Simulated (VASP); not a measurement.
# W (Fm-3m) in VASP: a series of runs

W is run at these levels: PBE; tasks: single point.

All numbers are computed with VASP 6.6.1; they aren't measurements. Logs are shortened: lines on timing, memory, paths and dates and some standing lists are left out, and cuts for length are marked.

## (1) The cell of the first run

The structure is cubic, space group Fm-3m (No. 225). The conventional cell has a = 4.060 Å, b = 4.060 Å, c = 4.060 Å, α = 90.00°, β = 90.00°, γ = 90.00°. W (site symmetry m-3m) has 12 W at 2.87 Å within 3.8 Å.

## (2) Single point, PBE

Input file INCAR:

```
PREC = Accurate ; ENCUT = 520
EDIFF = 1E-6 ; ISMEAR = 0
SIGMA = 0.05 ; LREAL = F
LASPH = T ; NELM = 100
ALGO = Normal ; ISIF = 2
LWAVE = F ; LCHARG = F
GGA = PE ; NBANDS = 13
```

Input file KPOINTS:

```
regular mesh
0
Gamma
  14 14 14
```

Input file POSCAR:

```
W
1.0
    0.0000000000      2.0300000000      2.0300000000
    2.0300000000      0.0000000000      2.0300000000
    2.0300000000      2.0300000000      0.0000000000
W
1
Direct
    0.0000000000      0.0000000000      0.0000000000
```

Potentials or basis: VASP PAW PBE potentials, release 64 (W_sv).

Started as:

```
cat potpaw_PBE.64/W_sv/POTCAR > POTCAR
mpirun -np 1 vasp_std > vasp.out
```

OUTCAR:

```text
PREC = Accurate
   ENCUT = 520
   EDIFF = 1E-6
   ISMEAR = 0
   LREAL = F
   LASPH = T
   NELM = 100
   ISIF = 2
   GGA = PE

 ion  position               nearest neighbor table
   1  0.000  0.000  0.000-

  LATTYP: Found a face centered cubic cell.
 ALAT       =     4.0600000000

  Lattice vectors:

 A1 = (   0.0000000000,   2.0300000000,   2.0300000000)
 A2 = (   2.0300000000,   0.0000000000,   2.0300000000)
 A3 = (   2.0300000000,   2.0300000000,   0.0000000000)

Analysis of symmetry for initial positions (statically):
=====================================================================
 Subroutine PRICEL returns:
 Original cell was already a primitive cell.

 Routine SETGRP: Setting up the symmetry group for a
 face centered cubic supercell.

 Subroutine GETGRP returns: Found 48 space group operations
 (whereof 48 operations were pure point group operations)
 out of a pool of 48 trial point group operations.

The static configuration has the point symmetry O_h .

Analysis of symmetry for dynamics (positions and initial velocities):
=====================================================================
 Subroutine PRICEL returns:
 Original cell was already a primitive cell.

 Routine SETGRP: Setting up the symmetry group for a
 face centered cubic supercell.

 Subroutine GETGRP returns: Found 48 space group operations
 (whereof 48 operations were pure point group operations)
 out of a pool of 48 trial point group operations.

The dynamic configuration has the point symmetry O_h .

 Subroutine INISYM returns: Found 48 space group operations
 (whereof 48 operations are pure point group operations),
 and found     1 'primitive' translations

----------------------------------------------------------------------------------------

                                     Primitive cell

  volume of cell :      16.7309

  direct lattice vectors                    reciprocal lattice vectors
     0.000000000  2.030000000  2.030000000    -0.246305419  0.246305419  0.246305419
     2.030000000  0.000000000  2.030000000     0.246305419 -0.246305419  0.246305419
     2.030000000  2.030000000  0.000000000     0.246305419  0.246305419 -0.246305419

  length of vectors
     2.870853532  2.870853532  2.870853532     0.426613499  0.426613499  0.426613499

  position of ions in fractional coordinates (direct lattice)
     0.000000000  0.000000000  0.000000000

  ion indices of the primitive-cell ions
   primitive index   ion index
                 1           1

----------------------------------------------------------------------------------------

 KPOINTS: regular mesh

Automatic generation of k-mesh.
 Grid dimensions read from file:
 generate k-points for:   14   14   14

 Generating k-lattice:

  Cartesian coordinates                     Fractional coordinates (reciprocal lattice)
    -0.017593244  0.017593244  0.017593244     0.071428571  0.000000000  0.000000000
     0.017593244 -0.017593244  0.017593244     0.000000000  0.071428571  0.000000000
     0.017593244  0.017593244 -0.017593244     0.000000000  0.000000000  0.071428571

  Length of vectors
     0.030472393  0.030472393  0.030472393

  Shift w.r.t. Gamma in fractional coordinates (k-lattice)
     0.000000000  0.000000000  0.000000000

 Subroutine IBZKPT returns following result:
 ===========================================

 Found    104 irreducible k-points:

 Following reciprocal coordinates:
            Coordinates               Weight
  0.000000  0.000000  0.000000      1.000000
  0.071429  0.000000  0.000000      8.000000
  0.142857  0.000000  0.000000      8.000000
  0.214286  0.000000  0.000000      8.000000
  0.285714  0.000000  0.000000      8.000000
  0.357143  0.000000  0.000000      8.000000
[... 16 lines left out ...]
  0.214286  0.142857  0.000000     24.000000
  0.285714  0.142857  0.000000     24.000000
 [... further k-points ...]
   k-points           NKPTS =    104   k-points in BZ     NKDIM =    104   number of bands    NBANDS=     13
   number of dos      NEDOS =    301   number of ions     NIONS =      1
   total plane-waves  NPLWV =  13824
   dimension x,y,z NGX =    24 NGY =   24 NGZ =   24
   dimension x,y,z NGXF=    48 NGYF=   48 NGZF=   48
   ions per type =               1
   NGX,Y,Z   is equivalent  to a cutoff of  13.90, 13.90, 13.90 a.u.
   NGXF,Y,Z  is equivalent  to a cutoff of  27.80, 27.80, 27.80 a.u.
 SYSTEM =  unknown system
   PREC   = accura    normal or accurate (medium, high low for compatibility)
   ISTART =      0    job   : 0-new  1-cont  2-samecut
   ICHARG =      2    charge: 1-file 2-atom 10-const
   ISPIN  =      1    spin polarized calculation?
   LNONCOLLINEAR =      F non collinear calculations
   LSORBIT =      F    spin-orbit coupling
   LASPH  =      T    aspherical Exc in radial PAW
   ENCUT  =  520.0 eV  38.22 Ry    6.18 a.u.   5.34  5.34  5.34*2*pi/ulx,y,z
   NELM   =    100;   NELMIN=  2; NELMDL= -5     # of ELM steps
   EDIFF  = 0.1E-05   stopping-criterion for ELM
   LREAL  =      F    real-space projection
   EDIFFG = 0.1E-04   stopping-criterion for IOM
   NSW    =      0    number of steps for IOM
   IBRION =     -1    ionic relax: 0-MD 1-quasi-New 2-CG
   NFREE  =      0    steps in history (QN), initial steepest desc. (CG)
   ISIF   =      2    stress and relaxation
   ISYM   =      2    0-nonsym 1-usesym 2-fastsym
   POTIM  = 0.5000    time-step for ionic-motion
   TEBEG  =    0.0;   TEEND  =   0.0 temperature during run
   PSTRESS=    0.0 pullay stress
   NELECT =      14.0000    total number of electrons
   NUPDOWN=      -1.0000    fix difference up-down
   EMIN   =  10.00;   EMAX   =-10.00  energy-range for DOS
   EFERMI =   0.00;   METHOD = LEGACY
   ISMEAR =     0;   SIGMA  =   0.05  broadening in eV -4-tet -1-fermi 0-gaus
   EFERMI_NEDOS =   21; number of points for ismear=-14 and -15
   IALGO  =     38    algorithm
   IMIX   =      4    mixing-type and parameters
     AMIX     =   0.40;   BMIX     =  1.00
     AMIX_MAG =   1.60;   BMIX_MAG =  1.00
  volume/ion in A,a.u.               =      16.73       112.91
  Fermi-wavevector in a.u.,A,eV,Ry     =   1.542688  2.915258 32.380324  2.379887
  Thomas-Fermi vector in A             =   2.648457
   LORBIT       =      0    0 simple, 1 ext, 2 COOP (PROOUT), +10 PAW based schemes
   GGA     = PE    functional components
   LHFCALC =     F    Hartree Fock is set to
   AEXX    =    0.0000 exact exchange contribution
   IVDW    =     0    specifies the selected vdW correction
   LEPSILON=     F    determine dielectric tensor
   LRPA    =     F    only Hartree local field effects (RPA)
 non-spin polarized calculation
 Gauss-broadening in eV      SIGMA  =   0.05
  energy-cutoff  :      520.00
  volume of cell :       16.73
 maximum number of plane-waves:       464
 NGX is ok and might be reduce to    24
   NGX = 11   NGY = 11   NGZ = 11

 number of electron      14.0000002 magnetization

 Free energy of the ion-electron system (eV)
  ---------------------------------------------------
  ext. energy  EPLUGINS =         0.00000000
  ---------------------------------------------------
  free energy    TOTEN  =       -12.46963885 eV

  energy without entropy =      -12.46817054  energy(sigma->0) =      -12.46890470

 E-fermi :  10.2090     XC(G=0): -13.3284

 val. band max:       10.2077897985   @ k =   0.2143   0.0714   0.0000
 cond. band min:      10.2245412087   @ k =  -0.1429   0.0714   0.0000
 fundamental gap:      0.0167514102
 Fermi energy:        10.2090263489

 k-point     1 :       0.0000    0.0000    0.0000
  band No.  band energies     occupation
      1     -63.4865      2.00000
      2     -27.1406      2.00000
      3     -27.1406      2.00000
      4     -27.1406      2.00000
      5       1.3351      2.00000
      6       9.6913      2.00000
      7       9.6913      2.00000
      8       9.6913      2.00000
      9      12.7310      0.00000
     10      12.7310      0.00000
     11      22.9872      0.00000
     12      28.1116      0.00000
     13      28.1116      0.00000

 k-point     2 :       0.0714    0.0000    0.0000
  band No.  band energies     occupation
      1     -63.4817      2.00000
      2     -27.1973      2.00000
      3     -27.1479      2.00000
      4     -27.1479      2.00000
      5       1.5536      2.00000
      6       9.5241      2.00000
      7       9.7926      2.00000
      8       9.7926      2.00000
      9      12.6403      0.00000
     10      12.6403      0.00000
     11      23.4237      0.00000
     12      27.1845      0.00000
     13      28.5207      0.00000

 k-point     3 :       0.1429    0.0000    0.0000
  band No.  band energies     occupation
      1     -63.4683      2.00000
      2     -27.3538      2.00000
      3     -27.1683      2.00000
      4     -27.1683      2.00000
      5       2.1705      2.00000
      6       9.1318      2.00000
      7      10.0258      2.00000
      8      10.0258      2.00000
      9      12.4846      0.00000
     10      12.4846      0.00000
     11      24.4294      0.00000
     12      25.7858      0.00000
     13      29.6832      0.00000
[... 305 lines left out ...]
 k-point    23 :       0.2143    0.1429    0.0000
  band No.  band energies     occupation
      1     -63.4477      2.00000
      2     -27.4909      2.00000
      3     -27.2524      2.00000
      4     -27.2436      2.00000
      5       3.1331      2.00000
      6       8.2778      2.00000
      7      10.4426      0.00000
      8      10.7086      0.00000
      9      11.3555      0.00000
     10      13.3186      0.00000
     11      25.9739      0.00000
     12      26.5316      0.00000
     13      29.2379      0.00000

 k-point    24 :       0.2857    0.1429    0.0000
  band No.  band energies     occupation
      1     -63.4288      2.00000
      2     -27.6863      2.00000
      3     -27.2887      2.00000
      4     -27.2777      2.00000
      5       4.0158      2.00000
      6       7.9962      2.00000
      7       9.8875      2.00000
      8      10.8237      0.00000
      9      12.1596      0.00000
     10      13.7556      0.00000
     11      24.7026      0.00000
     12      27.5977      0.00000
     13      29.7760      0.00000

 [... further k-points ...]

------------------------ aborting loop because EDIFF is reached ----------------------------------------

  FORCE on cell =-STRESS in cart. coord.  units (eV):
  Direction    XX          YY          ZZ          XY          YZ          ZX
  --------------------------------------------------------------------------------------
  -------------------------------------------------------------------------------------
  Total       -0.4486477     -0.4486477     -0.4486477      0.0000000      0.0000000      0.0000000
  in kB      -42.9633320    -42.9633320    -42.9633320      0.0000000      0.0000000      0.0000000
  external PRESSURE =     -42.9633320 kB  Pullay stress =       0.0000000 kB

 VOLUME and BASIS-vectors are now :
 -----------------------------------------------------------------------------
  energy-cutoff  :      520.00
  volume of cell :       16.73
      direct lattice vectors                 reciprocal lattice vectors
     0.000000000  2.030000000  2.030000000    -0.246305419  0.246305419  0.246305419
     2.030000000  0.000000000  2.030000000     0.246305419 -0.246305419  0.246305419
     2.030000000  2.030000000  0.000000000     0.246305419  0.246305419 -0.246305419

 POSITION                                       TOTAL-FORCE (eV/Angst)
 -----------------------------------------------------------------------------------
      0.00000      0.00000      0.00000        -0.000000      0.000000      0.000000
 -----------------------------------------------------------------------------------
    total drift:                                0.000000     -0.000000     -0.000000

  FREE ENERGIE OF THE ION-ELECTRON SYSTEM (eV)
  ---------------------------------------------------
  free  energy   TOTEN  =       -12.4696388507 eV

  energy  without entropy=      -12.4681705407  energy(sigma->0) =      -12.46890470
```

Run time: 28 s. Hardware: 1 thread of AMD EPYC 7R13, shared host; peak memory 0.12 GiB.

Results:

```
Free energy            : -12.4696 eV
Pressure               : -4.3 GPa
Band gap on the k mesh : zero (band 7 reaches 13.17 eV, above the bottom of band 8 at 9.69 eV)
```

Caveat: spin-orbit coupling is left out, which moves the levels of the heavy elements.

## (3) Single point, PBE

This run uses another cell than the first one, of 18.74 Å³/atom, 1.120 times its volume.

Input file INCAR:

```
PREC = Accurate
ENCUT = 520
EDIFF = 1E-6
ISMEAR = 0
SIGMA = 0.05
LREAL = False
LASPH = True
NELM = 60
ALGO = Normal
ISIF = 2
LWAVE = False
LCHARG = True
GGA = PE
LELF = True
LVHAR = True
NBANDS = 13
```

Input file KPOINTS:

```
Automatic mesh
0
Gamma
  14 14 14
```

Input file POSCAR:

```
W
1.0
    0.0000000000      2.1081526054      2.1081526054
    2.1081526054      0.0000000000      2.1081526054
    2.1081526054      2.1081526054      0.0000000000
W
1
Direct
    0.0000000000      0.0000000000      0.0000000000
```

Potentials or basis: VASP PAW PBE potentials, release 64 (W_sv).

Started as:

```
cat potpaw_PBE.64/W_sv/POTCAR > POTCAR
mpirun -np 1 vasp_std > vasp.out
```

Wall time 33 s (1 thread of AMD EPYC 7R13, shared host); peak memory 0.12 GiB.

Results (log left out):

| Item | Value |
| --- | --- |
| Free energy | -12.2516 eV |
| Pressure | -28.1 GPa |
| Band gap on the k mesh | zero (band 7 reaches 11.19 eV, above the bottom of band 8 at 8.33 eV) |

Levels at points of the mesh, in eV from the Fermi level:
| k point | band 5 | band 6 | band 7 | band 8 | band 9 | band 10 |
| --- | --- | --- | --- | --- | --- | --- |
| (0.00, 0.00, 0.00) | -8.28 | -0.42 | -0.42 | -0.42 | 2.16 | 2.16 |
| (0.50, 0.00, 0.00) | -4.92 | -0.58 | -0.58 | 0.35 | 4.18 | 4.18 |
| (0.50, 0.50, 0.00) | -4.62 | -3.75 | 2.44 | 4.14 | 4.76 | 4.76 |

Caveat: spin-orbit coupling is left out, which moves the levels of the heavy elements.

## (4) Single point, PBE

Input file INCAR:

```
SYSTEM = W
  ALGO = Normal
  EDIFF = 1E-6
  ENCUT = 500
  GGA = PE
  GGA_COMPAT = .False.
  ISIF = 2
  ISMEAR = 0
  LASPH = .True.
  LCHARG = .False.
  LREAL = .False.
  LWAVE = .False.
  NBANDS = 13
  NELECT = 13.8
  NELM = 120
  PREC = Accurate
  SIGMA = 0.05
```

Input file KPOINTS:

```
k-points
0
Gamma
  14 14 14
  0 0 0
```

Input file POSCAR:

```
W
1.0
    0.0000000000      2.0300000000      2.0300000000
    2.0300000000      0.0000000000      2.0300000000
    2.0300000000      2.0300000000      0.0000000000
W
1
Direct
    0.0000000000      0.0000000000      0.0000000000
```

Started as:

```
cat potpaw_PBE.64/W_sv/POTCAR > POTCAR
mpirun -np 1 vasp_std > vasp.out
```

Wall time 27 s (1 thread of Intel Xeon 8259CL, shared host); peak memory 0.15 GiB.

The run converged. Its results:

```
Free energy : -14.4991 eV
```

Levels at points of the mesh, in eV from the Fermi level:
```tsv
k point	band 5	band 6	band 7	band 8	band 9	band 10
(0.00, 0.00, 0.00)	-8.65	-0.39	-0.39	-0.39	2.63	2.63
(0.50, 0.00, 0.00)	-5.30	-0.59	-0.59	0.82	5.01	5.01
(0.50, 0.50, 0.00)	-5.13	-4.22	3.16	4.98	5.70	5.70
```

Caveat: the cell carries a net charge on a neutralising background, which shifts energy and pressure; the cell is charged against a uniform background, so pressure and absolute levels hang on convention; spin-orbit coupling is left out, which moves the levels of the heavy elements.
